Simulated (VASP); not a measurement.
## Re: single point with PBEsol

Re:

```
CELL_PARAMETERS angstrom
2.79610 0.00000 0.00000
-1.39805 2.42149 0.00000
0.00000 0.00000 3.91010
ATOMIC_POSITIONS crystal
Re 0.33333 0.66667 0.25000
Re 0.66667 0.33333 0.75000
```

```
Program                : VASP 6.6.1
Task                   : single point
Functional             : PBEsol
Potentials or basis    : VASP PAW PBE potentials, release 64 (Re)
Cutoff                 : 520 eV
k mesh                 : 18 × 18 × 10
Occupations            : gaussian, width 0.15 eV
Spin                   : no spin polarisation
Dipole correction      : no
Further INCAR settings : ALGO = Normal; EDIFF = 1e-06; NBANDS = 14
```

- Pressure: 55.2 GPa
- Band gap on the k mesh: zero (bands 7 and 8 overlap by 3.60 eV)

Stress tensor (GPa, compression positive):
```
 32.58   0.00   0.00
  0.00  32.58   0.00
  0.00   0.00 100.32
```

Levels at points of the mesh, in eV from the Fermi level:
| k point | band 5 | band 6 | band 7 | band 8 | band 9 | band 10 |
| --- | --- | --- | --- | --- | --- | --- |
| (0.00, 0.00, 0.00) | -1.41 | -1.41 | -0.89 | -0.89 | -0.04 | 2.73 |
| (0.50, 0.00, 0.00) | -2.48 | -0.29 | 0.41 | 3.05 | 4.28 | 6.06 |
| (0.00, 0.00, 0.50) | -3.08 | -3.08 | -1.80 | -1.80 | 3.23 | 3.23 |
| (0.50, 0.00, 0.50) | -0.44 | -0.44 | 0.99 | 0.99 | 3.84 | 3.84 |

It took 70 s on 1 thread of AMD EPYC 7R13 Processor (Zen 3), on a shared host, peak memory 0.17 GiB.

Caveat: the stress differs along the axes, from 33 to 100 GPa; the PAW data sets were made with another functional, which shifts forces and pressure a little; spin-orbit coupling is left out, which moves the levels of the heavy elements.
